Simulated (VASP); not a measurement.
Write the native input for VASP 6.6.1 that does the following.

```
Task                   : single point
Functional             : PBE
Potentials or basis    : VASP PAW PBE potentials, release 64 (F)
Cutoff                 : 600 eV
k mesh                 : 6 × 6 × 2
Occupations            : gaussian, width 0.01 eV
Spin                   : no spin polarisation
Dipole correction      : no
Further INCAR settings : ALGO = Normal; EDIFF = 1e-06; NBANDS = 22
```

The structure of F lies in POSCAR:

```
F
1.0
    2.4728542882     -1.6104303596      0.0000000000
    2.4728542882      1.6104303596      0.0000000000
    0.0000000000      0.0000000000      6.5449700122
F
4
Direct
    0.9054155717      0.0945844283      0.0963912690
    0.5945844283      0.4054155717      0.5963912690
    0.4054155717      0.5945844283      0.4036087310
    0.0945844283      0.9054155717      0.9036087310
```

One way to write it, as run:

INCAR

```
PREC = Accurate
ENCUT = 600
EDIFF = 1E-6
ISMEAR = 0
SIGMA = 0.01
LREAL = F
LASPH = T
NELM = 120
ALGO = Normal
ISIF = 2
LWAVE = F
LCHARG = F
GGA = PE
NBANDS = 22
GGA_COMPAT = F
```

KPOINTS

```
regular mesh
0
Gamma
  6 6 2
```

Potentials or basis: VASP PAW PBE potentials, release 64 (F).

The run is started by

```bash
$ cat potpaw_PBE.64/F/POTCAR > POTCAR
$ mpirun -np 1 vasp_std > vasp.out
```

Results of the run:

```yaml
Pressure: 5.1 GPa
Largest_force: 0.986 eV/Å
Band_gap_on_the_k_mesh: 2.87 eV
```

Caveat: the k points lie up to 0.48 Å⁻¹ apart; this functional lacks dispersion, which holds the molecules together, so the pressure and a relaxed volume are unreliable.

Wall time 9.7 s on 1 thread of Intel(R) Xeon(R) 6975P-C (Granite Rapids) (shared host), peak memory 0.17 GiB.
